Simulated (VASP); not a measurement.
Crystal: Na3B.

```
Na B
1.0
    -1.97571    1.97571    4.41327
     1.97571   -1.97571    4.41327
     1.97571    1.97571   -4.41327
Na B
3 1
Direct
  0.50000 0.50000 0.00000
  0.25000 0.75000 0.50000
  0.75000 0.25000 0.50000
  0.00000 0.00000 0.00000
```

```yaml
Program: VASP 6.6.1
Task: relaxation of cell and atoms
Functional: PBE
Potentials_or_basis: VASP PAW PBE potentials, release 64 (Na_pv, B)
Cutoff: 600 eV
k_mesh: 6 × 6 × 6
Occupations: gaussian, width 0.1 eV
Spin: no spin polarisation
```

At the start: pressure 6.4 GPa; volume 17.23 Å³/atom.

Q: How do energy, volume and symmetry change on relaxing?

A: Over 8 steps the energy falls by 86.8 meV/atom and the volume is 21.46 Å³/atom (+24.6 %); space group I4/mmm (No. 139, to 0.05 Å).

Step by step:
```
step  energy change (eV)  largest force (eV/Å)  pressure (GPa)  volume (Å³)
   1              0.0000                0.0000            6.40        68.91
   2             -0.2171                0.0000            3.15        76.00
   3             -0.3168                0.0000            0.18        85.65
   4             -0.3182                0.0000           -0.14        87.02
   5             -0.3182                0.0000           -0.20        87.41
   6             -0.3249                0.0000           -0.21        87.24
   7             -0.3360                0.0000           -0.13        86.83
   8             -0.3471                0.0000            0.01        85.85
```

Final structure:
```cif
data_structure
_symmetry_space_group_name_H-M 'P 1'
_symmetry_Int_Tables_number 1
_cell_length_a 5.3449
_cell_length_b 5.3449
_cell_length_c 5.3449
_cell_angle_alpha 130.677
_cell_angle_beta 130.677
_cell_angle_gamma 72.327
_cell_volume 85.85
loop_
_atom_site_label
_atom_site_type_symbol
_atom_site_fract_x
_atom_site_fract_y
_atom_site_fract_z
_atom_site_occupancy
Na1 Na 0.50000 0.50000 0.00000 1
Na2 Na 0.25000 0.75000 0.50000 1
Na3 Na 0.75000 0.25000 0.50000 1
B1 B 0.00000 0.00000 0.00000 1
```

Caveat: the k points lie up to 0.33 Å⁻¹ apart in the final cell; the volume moved by over 15 % at a fixed basis, so the end points are rough.
